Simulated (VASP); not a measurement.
# Na3Cl: single point with PBEsol

The system is Na3Cl.

```
Cl Na
1.0
     3.41525    0.00000    0.00000
     0.00000    3.41525    0.00000
     0.00000    0.00000    9.29330
Cl Na
1 3
Direct
  0.00000 0.00000 0.00000
  0.50000 0.50000 0.17433
  0.50000 0.50000 0.82567
  0.00000 0.00000 0.50000
```

```json
{"Program": "VASP 6.6.1", "Task": "single point", "Functional": "PBEsol", "Potentials or basis": "VASP PAW PBE potentials, release 64 (Cl, Na_pv)", "Cutoff": "520 eV", "k mesh": "8 × 8 × 3", "Occupations": "fermi-dirac, width 0.05 eV", "Spin": "no spin polarisation"}
```

```json
{
 "Pressure": "1.1 GPa",
 "Largest force": "0.161 eV/Å",
 "Band gap on the k mesh": "zero (bands 14 and 15 overlap by 3.53 eV)"
}
```

Forces in eV/Å, atoms in the order of the input:
```
Cl   0.000  0.000  0.000
Na   0.000  0.000  0.161
Na   0.000  0.000 -0.161
Na   0.000  0.000  0.000
```

Stress tensor (GPa, compression positive):
```
1.17 0.00 0.00
0.00 1.17 0.00
0.00 0.00 1.02
```

Levels at points of the mesh, in eV from the Fermi level:
```csv
k point,band 12,band 13,band 14,band 15,band 16,band 17
"(0.00, 0.00, 0.00)",-4.41,-4.41,-2.95,-0.67,0.78,3.32
"(0.50, 0.00, 0.00)",-5.57,-4.14,0.25,0.30,1.18,2.09
"(0.50, 0.50, 0.00)",-6.34,-5.15,2.09,3.11,3.11,3.28
```

It took 75 s on 1 thread of Intel Xeon 8259CL, with other jobs on the host, peak memory 0.24 GiB.

Caveat: the PAW data sets were made with another functional, which shifts forces and pressure a little.
